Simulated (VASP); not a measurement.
# Bi2Te3 (R-3m) in VASP: single point with PBE

Aim: the single point of Bi2Te3 with PBE.

All numbers are computed with VASP 6.6.1; they aren't measurements. Logs are shortened: lines on timing, memory, paths and dates and some standing lists are left out, and cuts for length are marked.

## 1. The cell of the first run

It takes space group R-3m (No. 166, trigonal). Conventional cell: a = 4.528 Å, b = 4.528 Å, c = 31.481 Å, α = 90.00°, β = 90.00°, γ = 120.00°. Within 4.2 Å of Bi (site symmetry 3m) lie 6 Te at 3.17 to 3.35 Å. Te (site symmetry -3m) has 6 Bi at 3.35 Å and 12 Te at 4.53 to 4.69 Å within 4.7 Å. Te (site symmetry 3m) has 3 Bi at 3.17 Å and 3 Te at 3.76 Å within 4.2 Å.

## 2. Single point, PBE

INCAR reads:

```
SYSTEM = Bi2Te3
PREC = Accurate
ENCUT = 520
EDIFF = 1E-6
ISMEAR = 0
SIGMA = 0.01
LREAL = .False.
LASPH = .True.
NELM = 80
ALGO = Normal
ISIF = 2
LWAVE = .False.
LCHARG = .False.
GGA = PE
NBANDS = 32
```

KPOINTS reads:

```
regular mesh
0
Gamma
  6 6 6
  0 0 0
```

POSCAR reads:

```
Bi2Te3
1.0
    2.2637902932      1.3069997903     10.4938159045
   -2.2637902932      1.3069997903     10.4938159045
    0.0000000000     -2.6139995806     10.4938159045
Bi Te
2 3
Direct
    0.4000000000      0.4000000000      0.4000000000
    0.6000000000      0.6000000000      0.6000000000
    0.0000000000      0.0000000000      0.0000000000
    0.2095000000      0.2095000000      0.2095000000
    0.7905000000      0.7905000000      0.7905000000
```

Potentials or basis: VASP PAW PBE potentials, release 64 (Bi_d, Te).

Launch:

```
cat potpaw_PBE.64/Bi_d/POTCAR potpaw_PBE.64/Te/POTCAR > POTCAR
mpirun -np 1 vasp_std > vasp.out
```

OUTCAR:

```text
SYSTEM = Bi2Te3
   PREC = Accurate
   ENCUT = 520
   EDIFF = 1E-6
   ISMEAR = 0
   LREAL = .False.
   LASPH = .True.
   NELM = 80
   ISIF = 2
   GGA = PE

 ion  position               nearest neighbor table
   1  0.400  0.400  0.400-   5 3.17   5 3.17   5 3.17   3 3.35   3 3.35   3 3.35
   2  0.600  0.600  0.600-   4 3.17   4 3.17   4 3.17   3 3.35   3 3.35   3 3.35
   3  0.000  0.000  0.000-   2 3.35   1 3.35   2 3.35   2 3.35   1 3.35   1 3.35
   4  0.209  0.209  0.209-   2 3.17   2 3.17   2 3.17
   5  0.791  0.791  0.791-   1 3.17   1 3.17   1 3.17

  LATTYP: Found a trigonal (rhomboedric) cell.
 ALAT       =    10.8144887619
 COS(alpha) =     0.9123624163

  Lattice vectors:

 A1 = (   2.2637902932,   1.3069997903,  10.4938159045)
 A2 = (  -2.2637902932,   1.3069997903,  10.4938159045)
 A3 = (   0.0000000000,  -2.6139995806,  10.4938159045)

Analysis of symmetry for initial positions (statically):
=====================================================================
 Subroutine PRICEL returns:
 Original cell was already a primitive cell.

 Routine SETGRP: Setting up the symmetry group for a
 trigonal (rhombohedral) supercell.

 Subroutine GETGRP returns: Found 12 space group operations
 (whereof 12 operations were pure point group operations)
 out of a pool of 12 trial point group operations.

The static configuration has the point symmetry D_3d.

Analysis of symmetry for dynamics (positions and initial velocities):
=====================================================================
 Subroutine PRICEL returns:
 Original cell was already a primitive cell.

 Routine SETGRP: Setting up the symmetry group for a
 trigonal (rhombohedral) supercell.

 Subroutine GETGRP returns: Found 12 space group operations
 (whereof 12 operations were pure point group operations)
 out of a pool of 12 trial point group operations.

The dynamic configuration has the point symmetry D_3d.

 Subroutine INISYM returns: Found 12 space group operations
 (whereof 12 operations are pure point group operations),
 and found     1 'primitive' translations

----------------------------------------------------------------------------------------

                                     Primitive cell

  volume of cell :     186.2929

  direct lattice vectors                    reciprocal lattice vectors
     2.263790293  1.306999790 10.493815904     0.220868515  0.127518511  0.031764740
    -2.263790293  1.306999790 10.493815904    -0.220868515  0.127518511  0.031764740
     0.000000000 -2.613999581 10.493815904     0.000000000 -0.255037021  0.031764740

  length of vectors
    10.814488762 10.814488762 10.814488709     0.257007529  0.257007529  0.257007550

  position of ions in fractional coordinates (direct lattice)
     0.400000000  0.400000000  0.400000000
     0.600000000  0.600000000  0.600000000
     0.000000000  0.000000000  0.000000000
     0.209500000  0.209500000  0.209500000
     0.790500000  0.790500000  0.790500000

  ion indices of the primitive-cell ions
   primitive index   ion index
                 1           1
                 2           2
                 3           3
                 4           4
                 5           5

----------------------------------------------------------------------------------------

 KPOINTS: regular mesh

Automatic generation of k-mesh.
 Grid dimensions read from file:
 generate k-points for:    6    6    6

 Generating k-lattice:

  Cartesian coordinates                     Fractional coordinates (reciprocal lattice)
     0.036811419  0.021253085  0.005294123     0.166666667 -0.000000000 -0.000000000
    -0.036811419  0.021253085  0.005294123    -0.000000000  0.166666667 -0.000000000
     0.000000000 -0.042506170  0.005294123    -0.000000000 -0.000000000  0.166666667

  Length of vectors
     0.042834588  0.042834588  0.042834592

  Shift w.r.t. Gamma in fractional coordinates (k-lattice)
     0.000000000  0.000000000  0.000000000

 Subroutine IBZKPT returns following result:
 ===========================================

 Found     32 irreducible k-points:

 Following reciprocal coordinates:
            Coordinates               Weight
  0.000000  0.000000  0.000000      1.000000
  0.166667 -0.000000  0.000000      6.000000
  0.333333 -0.000000 -0.000000      6.000000
  0.500000  0.000000 -0.000000      3.000000
  0.166667  0.166667  0.000000      6.000000
  0.333333  0.166667 -0.000000     12.000000
[... 16 lines left out ...]
  0.500000  0.500000  0.166667      6.000000
 -0.333333  0.500000  0.166667     12.000000
 [... further k-points ...]
   k-points           NKPTS =     32   k-points in BZ     NKDIM =     32   number of bands    NBANDS=     32
   number of dos      NEDOS =    301   number of ions     NIONS =      5
   total plane-waves  NPLWV = 512000
   dimension x,y,z NGX =    80 NGY =   80 NGZ =   80
   dimension x,y,z NGXF=   160 NGYF=  160 NGZF=  160
   ions per type =               2   3
   NGX,Y,Z   is equivalent  to a cutoff of  12.30, 12.30, 12.30 a.u.
   NGXF,Y,Z  is equivalent  to a cutoff of  24.60, 24.60, 24.60 a.u.
 SYSTEM =  Bi2Te3
   PREC   = accura    normal or accurate (medium, high low for compatibility)
   ISTART =      0    job   : 0-new  1-cont  2-samecut
   ICHARG =      2    charge: 1-file 2-atom 10-const
   ISPIN  =      1    spin polarized calculation?
   LNONCOLLINEAR =      F non collinear calculations
   LSORBIT =      F    spin-orbit coupling
   LASPH  =      T    aspherical Exc in radial PAW
   ENCUT  =  520.0 eV  38.22 Ry    6.18 a.u.  20.11 20.11 20.11*2*pi/ulx,y,z
   NELM   =     80;   NELMIN=  2; NELMDL= -5     # of ELM steps
   EDIFF  = 0.1E-05   stopping-criterion for ELM
   LREAL  =      F    real-space projection
   EDIFFG = 0.1E-04   stopping-criterion for IOM
   NSW    =      0    number of steps for IOM
   IBRION =     -1    ionic relax: 0-MD 1-quasi-New 2-CG
   NFREE  =      0    steps in history (QN), initial steepest desc. (CG)
   ISIF   =      2    stress and relaxation
   ISYM   =      2    0-nonsym 1-usesym 2-fastsym
   POTIM  = 0.5000    time-step for ionic-motion
   TEBEG  =    0.0;   TEEND  =   0.0 temperature during run
   PSTRESS=    0.0 pullay stress
   NELECT =      48.0000    total number of electrons
   NUPDOWN=      -1.0000    fix difference up-down
   EMIN   =  10.00;   EMAX   =-10.00  energy-range for DOS
   EFERMI =   0.00;   METHOD = LEGACY
   ISMEAR =     0;   SIGMA  =   0.01  broadening in eV -4-tet -1-fermi 0-gaus
   EFERMI_NEDOS =   21; number of points for ismear=-14 and -15
   IALGO  =     38    algorithm
   IMIX   =      4    mixing-type and parameters
     AMIX     =   0.40;   BMIX     =  1.00
     AMIX_MAG =   1.60;   BMIX_MAG =  1.00
  volume/ion in A,a.u.               =      37.26       251.43
  Fermi-wavevector in a.u.,A,eV,Ry     =   1.041733  1.968590 14.765148  1.085208
  Thomas-Fermi vector in A             =   2.176367
   LORBIT       =      0    0 simple, 1 ext, 2 COOP (PROOUT), +10 PAW based schemes
   GGA     = PE    functional components
   LHFCALC =     F    Hartree Fock is set to
   AEXX    =    0.0000 exact exchange contribution
   IVDW    =     0    specifies the selected vdW correction
   LEPSILON=     F    determine dielectric tensor
   LRPA    =     F    only Hartree local field effects (RPA)
 non-spin polarized calculation
 Gauss-broadening in eV      SIGMA  =   0.01
  energy-cutoff  :      520.00
  volume of cell :      186.29
 maximum number of plane-waves:      5073
   NGX = 41   NGY = 41   NGZ = 41

 number of electron      47.9999998 magnetization

 Free energy of the ion-electron system (eV)
  ---------------------------------------------------
  ext. energy  EPLUGINS =         0.00000000
  ---------------------------------------------------
  free energy    TOTEN  =       -18.29083677 eV

  energy without entropy =      -18.29083677  energy(sigma->0) =      -18.29083677

 E-fermi :   5.0534     XC(G=0):  -8.9090

 val. band max:        4.9974523572   @ k =   0.0000   0.0000   0.0000
 cond. band min:       5.3261203756   @ k =   0.0000   0.0000   0.0000
 fundamental gap:      0.3286680183
 Fermi energy:         5.0533939221

 k-point     1 :       0.0000    0.0000    0.0000
  band No.  band energies     occupation
      1     -18.0693      2.00000
      2     -18.0693      2.00000
      3     -18.0689      2.00000
      4     -18.0689      2.00000
      5     -18.0664      2.00000
      6     -18.0655      2.00000
[... 24 lines left out ...]
     31      10.0740      0.00000
     32      10.5259      0.00000

 k-point     2 :       0.1667   -0.0000    0.0000
  band No.  band energies     occupation
      1     -18.0700      2.00000
      2     -18.0694      2.00000
      3     -18.0670      2.00000
      4     -18.0666      2.00000
      5     -18.0652      2.00000
      6     -18.0643      2.00000
[... 24 lines left out ...]
     31       9.4639      0.00000
     32      10.2555      0.00000

 k-point     3 :       0.3333   -0.0000   -0.0000
  band No.  band energies     occupation
      1     -18.0721      2.00000
      2     -18.0712      2.00000
      3     -18.0663      2.00000
      4     -18.0647      2.00000
      5     -18.0634      2.00000
      6     -18.0624      2.00000
[... 24 lines left out ...]
     31       8.8401      0.00000
     32      10.3112      0.00000

 k-point     4 :       0.5000    0.0000   -0.0000
  band No.  band energies     occupation
      1     -18.0734      2.00000
      2     -18.0723      2.00000
      3     -18.0674      2.00000
      4     -18.0657      2.00000
      5     -18.0637      2.00000
      6     -18.0618      2.00000
[... 24 lines left out ...]
     31       8.7095      0.00000
     32       9.7991      0.00000

 k-point     5 :       0.1667    0.1667    0.0000
  band No.  band energies     occupation
      1     -18.0700      2.00000
      2     -18.0694      2.00000
      3     -18.0670      2.00000
      4     -18.0666      2.00000
      5     -18.0652      2.00000
      6     -18.0643      2.00000
[... 584 lines left out ...]
     31       9.3590      0.00000
     32      10.0459      0.00000

 k-point    22 :      -0.1667    0.3333    0.1667
  band No.  band energies     occupation
      1     -18.0711      2.00000
      2     -18.0701      2.00000
      3     -18.0662      2.00000
      4     -18.0651      2.00000
      5     -18.0645      2.00000
      6     -18.0630      2.00000
[... 24 lines left out ...]
     31       9.1341      0.00000
     32      10.9360      0.00000

 k-point    23 :       0.5000    0.5000    0.1667
  band No.  band energies     occupation
      1     -18.0721      2.00000
      2     -18.0712      2.00000
      3     -18.0663      2.00000
      4     -18.0647      2.00000
      5     -18.0634      2.00000
      6     -18.0624      2.00000
[... 24 lines left out ...]
     31       8.8633      0.00000
     32      10.1986      0.00000

 k-point    24 :      -0.3333    0.5000    0.1667
  band No.  band energies     occupation
      1     -18.0711      2.00000
      2     -18.0701      2.00000
      3     -18.0662      2.00000
      4     -18.0651      2.00000
      5     -18.0645      2.00000
      6     -18.0630      2.00000
[... 24 lines left out ...]
     31       9.2490      0.00000
     32      10.5094      0.00000

 [... further k-points ...]
[... 5 lines left out ...]
  --------------------------------------------------------------------------------------
  -------------------------------------------------------------------------------------
  Total       -2.6200416     -2.6200411     -3.1153349      0.0000000     -0.0000000      0.0000000
  in kB      -22.5331741    -22.5331691    -26.7928504      0.0000000     -0.0000000      0.0000000
  external PRESSURE =     -23.9530645 kB  Pullay stress =       0.0000000 kB

 VOLUME and BASIS-vectors are now :
 -----------------------------------------------------------------------------
  energy-cutoff  :      520.00
  volume of cell :      186.29
      direct lattice vectors                 reciprocal lattice vectors
     2.263790293  1.306999790 10.493815904     0.220868515  0.127518511  0.031764740
    -2.263790293  1.306999790 10.493815904    -0.220868515  0.127518511  0.031764740
     0.000000000 -2.613999581 10.493815904     0.000000000 -0.255037021  0.031764740

 POSITION                                       TOTAL-FORCE (eV/Angst)
 -----------------------------------------------------------------------------------
      0.00000      0.00000     12.59258         0.000000      0.000000      0.233051
      0.00000      0.00000     18.88887         0.000000      0.000000     -0.233051
      0.00000      0.00000      0.00000         0.000000     -0.000000     -0.000000
      0.00000      0.00000      6.59536         0.000000      0.000000      0.551208
      0.00000      0.00000     24.88608         0.000000     -0.000000     -0.551208
 -----------------------------------------------------------------------------------
    total drift:                               -0.000000     -0.000000     -0.000000

  FREE ENERGIE OF THE ION-ELECTRON SYSTEM (eV)
  ---------------------------------------------------
  free  energy   TOTEN  =       -18.2908367746 eV

  energy  without entropy=      -18.2908367746  energy(sigma->0) =      -18.29083677
```

It took 12 min on 1 thread of AMD EPYC 7R43 (Zen 3), shared host; peak memory 0.93 GiB.

What came out:

| Property | Result |
| --- | --- |
| Free energy | -18.2908 eV |
| Pressure | -2.4 GPa |
| Largest force | 0.551 eV/Å |
| Band gap on the k mesh | 0.33 eV |

Forces in eV/Å, atoms in the order of the input:
```
Bi   0.000  0.000  0.233
Bi   0.000  0.000 -0.233
Te   0.000  0.000  0.000
Te   0.000  0.000  0.551
Te   0.000  0.000 -0.551
```

Caveat: spin-orbit coupling is left out, which moves the levels of the heavy elements.
